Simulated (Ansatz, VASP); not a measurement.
# Two plane-wave programs on BN

```xyz
2
Lattice="0.0000 1.7899 1.7899 1.7899 0.0000 1.7899 1.7899 1.7899 0.0000" Properties=species:S:1:pos:R:3 pbc="T T T"
B     0.0000    0.0000    0.0000
N     0.8950    0.8950    0.8950
```

Alike in both runs: functional LDA; k mesh 12 × 12 × 12; occupations gaussian, width 0.02 eV; no spin polarisation.

Ansatz relaxed the structure, and its values are those at the end. VASP's run is a single point on that final structure, the one shown.

```csv
,VASP,Ansatz
version,VASP 6.6.1,Ansatz 0.2.0
potentials or method,"VASP PAW LDA potentials, release 64 (B_h, N_h), cutoff 1330 eV","scalar-relativistic, plane waves, PAW"
valence electrons in the cell,8,8
```

```csv
,VASP,Ansatz,Ansatz less VASP
gap on the k mesh at the Fermi level (eV),4.38,4.39,+0.006
least direct gap on the mesh (eV),8.83,8.83,+0.002
pressure (GPa),0.9,0.0,-0.95
```

Ansatz warns that its potentials were made for another functional, while VASP's fit it. LDA's correlation is that of Perdew and Zunger in VASP and of Perdew and Wang (1992) in Ansatz.
